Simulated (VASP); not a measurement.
The system is DyBe.

```
CELL_PARAMETERS angstrom
-0.00745 -0.06396 -3.91908
-2.35971 -4.13332 -0.06920
-7.21755 4.21316 0.05178
ATOMIC_POSITIONS crystal
Dy 0.22863 0.22844 0.91315
Dy 0.22613 0.75064 0.42456
Dy 0.79196 0.23643 0.57721
Dy 0.75953 0.77972 0.06702
Be 0.24753 0.72636 0.74783
Be 0.25140 0.26845 0.25570
Be 0.73114 0.74523 0.75140
Be 0.76369 0.26472 0.26312
```

| Quantity | Value |
| --- | --- |
| Program | VASP 6.6.1 |
| Task | relaxation of cell and atoms |
| Functional | PBE |
| Potentials or basis | VASP PAW PBE potentials, release 64 (Dy_3, Be), 4f in core |
| Cutoff | 600 eV |
| k mesh | 6 × 6 × 4 |
| Occupations | gaussian, width 0.2 eV |
| Spin | no spin polarisation |

At the start: pressure 1.1 GPa; volume 19.48 Å³/atom.

Task: How do energy, volume and symmetry change on relaxing?

Result: Over 14 steps the energy falls by 79.9 meV/atom and the volume is 19.55 Å³/atom (+0.3 %); space group P1 (No. 1, to 0.1 Å) before, P6_3/mmc (No. 194, to 0.1 Å).

The path:
| step | energy change (eV) | largest force (eV/Å) | pressure (GPa) | volume (Å³) |
| --- | --- | --- | --- | --- |
| 1 | 0.0000 | 1.6715 | 1.07 | 155.84 |
| 2 | -0.4364 | 0.8661 | -0.64 | 158.69 |
| 3 | -0.4698 | 0.6415 | -1.07 | 159.71 |
| 4 | -0.5836 | 0.3251 | -0.19 | 157.08 |
| 5 | -0.6062 | 0.2516 | 0.51 | 155.29 |
| 6 | -0.6229 | 0.1666 | -0.05 | 156.66 |
| 7 | -0.6233 | 0.1601 | -0.15 | 156.92 |
| 8 | -0.6296 | 0.1074 | -0.10 | 156.75 |
| 9 | -0.6333 | 0.1259 | 0.00 | 156.47 |
| 10 | -0.6372 | 0.0548 | 0.06 | 156.33 |
| 11 | -0.6373 | 0.0586 | 0.07 | 156.30 |
| 12 | -0.6386 | 0.0352 | -0.05 | 156.61 |
| 13 | -0.6387 | 0.0355 | -0.08 | 156.68 |
| 14 | -0.6391 | 0.0231 | 0.04 | 156.38 |

Final structure:
```xyz
8
Lattice="0.0001 0.0005 -4.0434 -2.3426 -4.1011 -0.0027 -7.0727 4.1273 0.0013" Properties=species:S:1:pos:R:3 pbc="T T T"
Dy   -7.0641    2.7640   -1.0120
Dy   -4.7001   -1.3513   -1.0147
Dy   -4.7147    1.3754   -3.0316
Dy   -2.3514   -2.7352   -3.0403
Be   -7.0477    0.0372   -0.9844
Be   -2.3424    0.0199   -1.0342
Be   -7.0764    0.0076   -3.0066
Be   -2.3636   -0.0104   -3.0553
```
